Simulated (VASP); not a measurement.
# Bi2Te3 in VASP: single point with PBE

Aim: the single point of Bi2Te3 with PBE.

Program: VASP 6.6.1. These are calculated values, not measurements. Logs are shortened: lines on timing, memory, paths and dates and some standing lists are left out, and cuts for length are marked.

## 1. The cell of the first run

The typed cell holds 15 atoms: a = 4.447 Å, b = 4.447 Å, c = 32.271 Å, α = 86.05°, β = 86.05°, γ = 60.00°.

## 2. Single point, PBE

The input, INCAR:

```
ALGO = Normal
EDIFF = 1E-6
ENCUT = 520
GGA = PE
ISIF = 2
ISMEAR = 0
LASPH = T
LCHARG = F
LREAL = Auto
LWAVE = F
NBANDS = 85
NELM = 80
PREC = Accurate
SIGMA = 0.05
```

The input, KPOINTS:

```
k-points
0
Gamma
  9 9 1
```

The input, POSCAR:

```
Bi2Te3
1.0
   -4.4465493992      0.0000000000      0.0000000000
   -2.2232746996     -3.8508247389      0.0000000000
   -2.2230523721     -1.2834798855     32.1686732172
Bi Te
6 9
Direct
    0.4787218072      0.4787218072      0.5638909674
    0.9231551406     -0.0768448594      0.2305576341
    0.0342884739      0.0342884739      0.8972243008
    0.4102004161      0.4102004161      0.7694756992
    0.8546337494     -0.1453662506      0.4361423659
    0.2990670828      0.2990670828      0.1028090326
    0.6111111117      0.6111111117      0.1666833333
   -0.2777555550     -0.2777555550      0.8333500000
    0.1666777783      0.1666777783      0.5000166667
    0.5391072059      0.5391072059      0.3827166538
    0.9835405393      0.9835405393      0.0493833205
    0.0946738726      0.0946738726      0.7160499872
    0.3498150174      0.3498150174      0.9506500128
    0.7942483507     -0.2057516493      0.6173166795
    0.2386816841      0.2386816841      0.2839833462
```

Potentials or basis: VASP PAW PBE potentials, release 64 (Bi_d, Te).

On the command line:

```bash
cat potpaw_PBE.64/Bi_d/POTCAR potpaw_PBE.64/Te/POTCAR > POTCAR
mpirun -np 1 vasp_std > vasp.out
```

OUTCAR:

```text
EDIFF = 1E-6
   ENCUT = 520
   GGA = PE
   ISIF = 2
   ISMEAR = 0
   LASPH = T
   LREAL = Auto
   NELM = 80
   PREC = Accurate

 ion  position               nearest neighbor table
   1  0.479  0.479  0.564-  14 3.09  14 3.09  14 3.09   9 3.29   9 3.29   9 3.29
   2  0.923  0.923  0.231-  15 3.09  15 3.09  15 3.09   7 3.29   7 3.29   7 3.29
   3  0.034  0.034  0.897-  13 3.09  13 3.09  13 3.09   8 3.29   8 3.29   8 3.29
   4  0.410  0.410  0.769-  12 3.09  12 3.09  12 3.09   8 3.29   8 3.29   8 3.29
   5  0.855  0.855  0.436-  10 3.09  10 3.09  10 3.09   9 3.29   9 3.29   9 3.29
   6  0.299  0.299  0.103-  11 3.09  11 3.09  11 3.09   7 3.29   7 3.29   7 3.29
   7  0.611  0.611  0.167-   6 3.29   6 3.29   6 3.29   2 3.29   2 3.29   2 3.29
   8  0.722  0.722  0.833-   3 3.29   4 3.29   3 3.29   4 3.29   3 3.29   4 3.29
   9  0.167  0.167  0.500-   1 3.29   1 3.29   1 3.29   5 3.29   5 3.29   5 3.29
  10  0.539  0.539  0.383-   5 3.09   5 3.09   5 3.09
  11  0.984  0.984  0.049-   6 3.09   6 3.09   6 3.09
  12  0.095  0.095  0.716-   4 3.09   4 3.09   4 3.09
  13  0.350  0.350  0.951-   3 3.09   3 3.09   3 3.09
  14  0.794  0.794  0.617-   1 3.09   1 3.09   1 3.09
  15  0.239  0.239  0.284-   2 3.09   2 3.09   2 3.09

  LATTYP: Found a trigonal (rhomboedric) cell.
 ALAT       =    32.2709283880
 COS(alpha) =     0.9905072309

  Lattice vectors:

 A1 = (  -2.2230523721,  -1.2834798855,  32.1686732172)
 A2 = (   2.2234970271,  -1.2834798855,  32.1686732172)
 A3 = (   0.0002223275,   2.5673448534,  32.1686732172)

Analysis of symmetry for initial positions (statically):
=====================================================================
 Subroutine PRICEL returns:
 Original cell was already a primitive cell.

 Routine SETGRP: Setting up the symmetry group for a
 trigonal (rhombohedral) supercell.

 Subroutine GETGRP returns: Found  4 space group operations
 (whereof  2 operations were pure point group operations)
 out of a pool of 12 trial point group operations.

The static configuration has the point symmetry C_1h.
 The point group associated with its full space group is C_2h.

Analysis of symmetry for dynamics (positions and initial velocities):
=====================================================================
 Subroutine PRICEL returns:
 Original cell was already a primitive cell.

 Routine SETGRP: Setting up the symmetry group for a
 trigonal (rhombohedral) supercell.

 Subroutine GETGRP returns: Found  4 space group operations
 (whereof  2 operations were pure point group operations)
 out of a pool of 12 trial point group operations.

The dynamic configuration has the point symmetry C_1h.
 The point group associated with its full space group is C_2h.

 Subroutine INISYM returns: Found  4 space group operations
 (whereof  2 operations are pure point group operations),
 and found     1 'primitive' translations

----------------------------------------------------------------------------------------

                                     Primitive cell

  volume of cell :     550.8204

  direct lattice vectors                    reciprocal lattice vectors
    -4.446549399  0.000000000  0.000000000    -0.224893487  0.129842315 -0.010361012
    -2.223274700 -3.850824739  0.000000000     0.000000000 -0.259684631 -0.010361012
    -2.223052372 -1.283479886 32.168673217     0.000000000  0.000000000  0.031086144

  length of vectors
     4.446549399  4.446549399 32.270928388     0.259891243  0.259891243  0.031086144

  position of ions in fractional coordinates (direct lattice)
     0.478721807  0.478721807  0.563890967
     0.923155141  0.923155141  0.230557634
     0.034288474  0.034288474  0.897224301
     0.410200416  0.410200416  0.769475699
     0.854633749  0.854633749  0.436142366
     0.299067083  0.299067083  0.102809033
     0.611111112  0.611111112  0.166683333
     0.722244445  0.722244445  0.833350000
     0.166677778  0.166677778  0.500016667
     0.539107206  0.539107206  0.382716654
     0.983540539  0.983540539  0.049383320
     0.094673873  0.094673873  0.716049987
     0.349815017  0.349815017  0.950650013
     0.794248351  0.794248351  0.617316680
     0.238681684  0.238681684  0.283983346

  ion indices of the primitive-cell ions
   primitive index   ion index
                 1           1
                 2           2
                 3           3
                 4           4
                 5           5
                 6           6
                 7           7
                 8           8
                 9           9
                10          10
                11          11
[... 22 lines left out ...]

  Shift w.r.t. Gamma in fractional coordinates (k-lattice)
     0.000000000  0.000000000  0.000000000

 -----------------------------------------------------------------------------
|                                                                             |
|           W    W    AA    RRRRR   N    N  II  N    N   GGGG   !!!           |
|           W    W   A  A   R    R  NN   N  II  NN   N  G    G  !!!           |
|           W    W  A    A  R    R  N N  N  II  N N  N  G       !!!           |
|           W WW W  AAAAAA  RRRRR   N  N N  II  N  N N  G  GGG   !            |
|           WW  WW  A    A  R   R   N   NN  II  N   NN  G    G                |
|           W    W  A    A  R    R  N    N  II  N    N   GGGG   !!!           |
|                                                                             |
|     Your reciprocal lattice and k-lattice belong to different lattice       |
|     classes:                                                                |
|                                                                             |
|        The reciprocal lattice is rhombohedral (trigonal),                   |
|        whereas your k-lattice is base-centered monoclinic.                  |
|                                                                             |
|     Results are often still useful ...                                      |
|                                                                             |
 -----------------------------------------------------------------------------

 WARNING: IBZKPT: internal override: KBLOWUP is changed to .FALSE.
      ... skipping the blow-up phase ...

 Subroutine IBZKPT returns following result:
 ===========================================

 Found     25 irreducible k-points:

 Following reciprocal coordinates:
            Coordinates               Weight
  0.000000  0.000000  0.000000      1.000000
  0.111111 -0.000000  0.000000      4.000000
  0.222222 -0.000000 -0.000000      4.000000
  0.333333 -0.000000 -0.000000      4.000000
  0.444444 -0.000000 -0.000000      4.000000
  0.111111  0.111111  0.000000      2.000000
[... 16 lines left out ...]
 -0.333333  0.333333 -0.000000      2.000000
  0.444444  0.444444 -0.000000      2.000000
   k-points           NKPTS =     25   k-points in BZ     NKDIM =     25   number of bands    NBANDS=     85
   number of dos      NEDOS =    301   number of ions     NIONS =     15
   total plane-waves  NPLWV = 311040
   dimension x,y,z NGX =    36 NGY =   36 NGZ =  240
   dimension x,y,z NGXF=    72 NGYF=   72 NGZF=  480
   ions per type =               6   9
   NGX,Y,Z   is equivalent  to a cutoff of  13.46, 13.46, 12.36 a.u.
   NGXF,Y,Z  is equivalent  to a cutoff of  26.92, 26.92, 24.73 a.u.
 SYSTEM =  unknown system
   PREC   = accura    normal or accurate (medium, high low for compatibility)
   ISTART =      0    job   : 0-new  1-cont  2-samecut
   ICHARG =      2    charge: 1-file 2-atom 10-const
   ISPIN  =      1    spin polarized calculation?
   LNONCOLLINEAR =      F non collinear calculations
   LSORBIT =      F    spin-orbit coupling
   LASPH  =      T    aspherical Exc in radial PAW
   ENCUT  =  520.0 eV  38.22 Ry    6.18 a.u.   8.27  8.27 60.00*2*pi/ulx,y,z
   NELM   =     80;   NELMIN=  2; NELMDL= -5     # of ELM steps
   EDIFF  = 0.1E-05   stopping-criterion for ELM
   LREAL  =      T    real-space projection
   EDIFFG = 0.1E-04   stopping-criterion for IOM
   NSW    =      0    number of steps for IOM
   IBRION =     -1    ionic relax: 0-MD 1-quasi-New 2-CG
   NFREE  =      0    steps in history (QN), initial steepest desc. (CG)
   ISIF   =      2    stress and relaxation
   ISYM   =      2    0-nonsym 1-usesym 2-fastsym
   POTIM  = 0.5000    time-step for ionic-motion
   TEBEG  =    0.0;   TEEND  =   0.0 temperature during run
   PSTRESS=    0.0 pullay stress
   NELECT =     144.0000    total number of electrons
   NUPDOWN=      -1.0000    fix difference up-down
   EMIN   =  10.00;   EMAX   =-10.00  energy-range for DOS
   EFERMI =   0.00;   METHOD = LEGACY
   ISMEAR =     0;   SIGMA  =   0.05  broadening in eV -4-tet -1-fermi 0-gaus
   EFERMI_NEDOS =   21; number of points for ismear=-14 and -15
   IALGO  =     38    algorithm
   IMIX   =      4    mixing-type and parameters
     AMIX     =   0.40;   BMIX     =  1.00
     AMIX_MAG =   1.60;   BMIX_MAG =  1.00
  volume/ion in A,a.u.               =      36.72       247.81
  Fermi-wavevector in a.u.,A,eV,Ry     =   1.046789  1.978144 14.908807  1.095766
  Thomas-Fermi vector in A             =   2.181642
   LORBIT       =      0    0 simple, 1 ext, 2 COOP (PROOUT), +10 PAW based schemes
   GGA     = PE    functional components
   LHFCALC =     F    Hartree Fock is set to
   AEXX    =    0.0000 exact exchange contribution
   IVDW    =     0    specifies the selected vdW correction
   LEPSILON=     F    determine dielectric tensor
   LRPA    =     F    only Hartree local field effects (RPA)
 non-spin polarized calculation
 Gauss-broadening in eV      SIGMA  =   0.05
  energy-cutoff  :      520.00
  volume of cell :      550.82
 maximum number of plane-waves:     14869
 NGX is ok and might be reduce to    36
   NGX = 17   NGY = 17   NGZ =119

 number of electron     143.9999977 magnetization

 Free energy of the ion-electron system (eV)
  ---------------------------------------------------
  ext. energy  EPLUGINS =         0.00000000
  ---------------------------------------------------
  free energy    TOTEN  =       -55.19951675 eV

  energy without entropy =      -55.19951675  energy(sigma->0) =      -55.19951675

 E-fermi :   5.2119     XC(G=0):  -8.9149

 val. band max:        5.0078294817   @ k =   0.0000   0.0000   0.0000
 cond. band min:       5.5431897333   @ k =   0.0000   0.0000   0.0000
 fundamental gap:      0.5353602516
 Fermi energy:         5.2118905758

 k-point     1 :       0.0000    0.0000    0.0000
  band No.  band energies     occupation
      1     -17.9177      2.00000
      2     -17.9177      2.00000
      3     -17.9177      2.00000
      4     -17.9177      2.00000
      5     -17.9171      2.00000
      6     -17.9171      2.00000
[... 2077 lines left out ...]
     83       7.9831      0.00000
     84       8.0145      0.00000

 [... further k-points ...]

 [bands above 84 left out]

------------------------ aborting loop because EDIFF is reached ----------------------------------------

  FORCE on cell =-STRESS in cart. coord.  units (eV):
  Direction    XX          YY          ZZ          XY          YZ          ZX
  --------------------------------------------------------------------------------------
  -------------------------------------------------------------------------------------
  Total       -0.1742090     -0.1967873      0.1920199      0.0195534      0.0064119      0.0111057
  in kB       -0.5067235     -0.5723972      0.5585305      0.0568751      0.0186503      0.0323034
  external PRESSURE =      -0.1735301 kB  Pullay stress =       0.0000000 kB

 VOLUME and BASIS-vectors are now :
 -----------------------------------------------------------------------------
  energy-cutoff  :      520.00
  volume of cell :      550.82
      direct lattice vectors                 reciprocal lattice vectors
    -4.446549399  0.000000000  0.000000000    -0.224893487  0.129842315 -0.010361012
    -2.223274700 -3.850824739  0.000000000     0.000000000 -0.259684631 -0.010361012
    -2.223052372 -1.283479886 32.168673217     0.000000000  0.000000000  0.031086144

 POSITION                                       TOTAL-FORCE (eV/Angst)
 -----------------------------------------------------------------------------------
     -4.44655     -2.56722     18.13962         0.003816      0.002203     -0.001783
     -6.66982     -3.85082      7.41673         0.002904      0.001677     -0.007680
     -2.22327     -1.28361     28.86252         0.002109      0.001218     -0.024673
     -4.44655     -2.56722     24.75301        -0.002904     -0.001677      0.007680
     -6.66982     -3.85082     14.03012        -0.003816     -0.002203      0.001783
     -2.22327     -1.28361      3.30723        -0.002109     -0.001218      0.024673
     -4.44655     -2.56722      5.36198         0.000373      0.000215     -0.002186
     -6.66982     -3.85082     26.80776        -0.000373     -0.000215      0.002186
     -2.22327     -1.28361     16.08487        -0.000000      0.000000      0.000000
     -4.44655     -2.56722     12.31149         0.002528      0.001459     -0.012533
     -6.66982     -3.85082      1.58860         0.003634      0.002098      0.046418
     -2.22327     -1.28361     23.03438         0.001908      0.001101     -0.019306
     -4.44655     -2.56722     30.58115        -0.003634     -0.002098     -0.046418
     -6.66982     -3.85082     19.85826        -0.002528     -0.001459      0.012533
     -2.22327     -1.28361      9.13537        -0.001908     -0.001101      0.019306
 -----------------------------------------------------------------------------------
    total drift:                                0.000002      0.000001     -0.000001

  FREE ENERGIE OF THE ION-ELECTRON SYSTEM (eV)
  ---------------------------------------------------
  free  energy   TOTEN  =       -55.1995167525 eV

  energy  without entropy=      -55.1995167524  energy(sigma->0) =      -55.19951675
```

Run time: 43 min. Hardware: 1 thread of Oxide Virtual Turin-like, shared host; peak memory 1 GiB.

Results:

```yaml
Free_energy: -55.1995 eV
Pressure: 0.0 GPa
Largest_force: 0.047 eV/Å
Band_gap_on_the_k_mesh: 0.54 eV
```

Forces in eV/Å, atoms in the order of the input:
```
Bi   0.004  0.002 -0.002
Bi   0.003  0.002 -0.008
Bi   0.002  0.001 -0.025
Bi  -0.003 -0.002  0.008
Bi  -0.004 -0.002  0.002
Bi  -0.002 -0.001  0.025
Te   0.000  0.000 -0.002
Te   0.000  0.000  0.002
Te   0.000  0.000  0.000
Te   0.003  0.001 -0.013
Te   0.004  0.002  0.046
Te   0.002  0.001 -0.019
Te  -0.004 -0.002 -0.046
Te  -0.003 -0.001  0.013
Te  -0.002 -0.001  0.019
```

Stress tensor (GPa, compression positive):
```
-0.05  0.01  0.00
 0.01 -0.06  0.00
 0.00  0.00  0.06
```

Levels at points of the mesh, in eV from the valence-band top:
```csv
k point,band 70,band 71,band 72,band 73,band 74,band 75
"(0.00, 0.00, 0.00)",-0.21,-0.20,0.00,0.54,0.73,0.75
```

Caveat: spin-orbit coupling is left out, which moves the levels of the heavy elements; an odd mesh through Γ misses points on the zone boundary, where band edges can lie.
